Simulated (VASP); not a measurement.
Here is a VASP 6.6.1 calculation.

INCAR

```
PREC     = Accurate       # precision mode
ENCUT    = 600            # plane-wave cutoff, eV
EDIFF    = 1E-6           # SCF threshold, eV
ISMEAR   = 0              # smearing method
SIGMA    = 0.1            # smearing width, eV
LREAL    = F              # projectors in reciprocal space
LASPH    = T              # aspherical terms in the spheres
NELM     = 100            # most SCF steps
ALGO     = Normal         # electronic algorithm
ISIF     = 3              # what is computed and relaxed
LWAVE    = F              # write WAVECAR
LCHARG   = F              # write CHGCAR
GGA      = PE             # functional
IBRION   = 2              # ionic algorithm
NSW      = 90             # ionic steps
EDIFFG   = -0.04          # ionic threshold
```

KPOINTS

```
Automatic mesh
0
Gamma
  3 3 4
```

File POSCAR:

```
HfSnTeS3
1.0
    5.7816834100      0.0000000000      0.0000000000
   -2.8908417100      5.0070847100      0.0000000000
    0.0000000000      0.0000000000      5.6113209100
Hf Sn Te S
1 1 1 3
Direct
    0.3333333300      0.6666666700      0.5000000000
    0.0000000000      0.0000000000      0.0000000000
    0.0000000000      0.0000000000      0.5000000000
    0.2215945800      0.7784054200      0.0000000000
    0.2215945800      0.4431891700      0.0000000000
    0.5568108300      0.7784054200      0.0000000000
```

Potentials or basis: VASP PAW PBE potentials, release 64 (Hf_pv, Sn_d, Te, S).

Run with:

```sh
$ cat potpaw_PBE.64/Hf_pv/POTCAR potpaw_PBE.64/Sn_d/POTCAR potpaw_PBE.64/Te/POTCAR potpaw_PBE.64/S/POTCAR > POTCAR
$ mpirun -np 1 vasp_std > vasp.out
```

Estimate the band gap on the k mesh.

zero (bands 24 and 25 overlap by 0.17 eV).

What does it give for the space group after relaxing (to 0.1 Å)?

P-6m2 (No. 187).

Predict the relaxed cell.

a = 7.106 Å, b = 7.106 Å, c = 5.046 Å, α = 90.00°, β = 90.00°, γ = 120.00°.

Final structure:
```
Hf Sn Te S
1.0
     7.10609    0.00000    0.00000
    -3.55305    6.15406    0.00000
     0.00000    0.00000    5.04621
Hf Sn Te S
1 1 1 3
Direct
  0.33333 0.66667 0.50000
  0.00000 0.00000 0.00000
  0.00000 0.00000 0.50000
  0.20381 0.79619 0.00000
  0.20381 0.40762 0.00000
  0.59238 0.79619 0.00000
```

Caveat: the k points lie up to 0.34 Å⁻¹ apart in the final cell; spin-orbit coupling is left out, which moves the levels of the heavy elements.
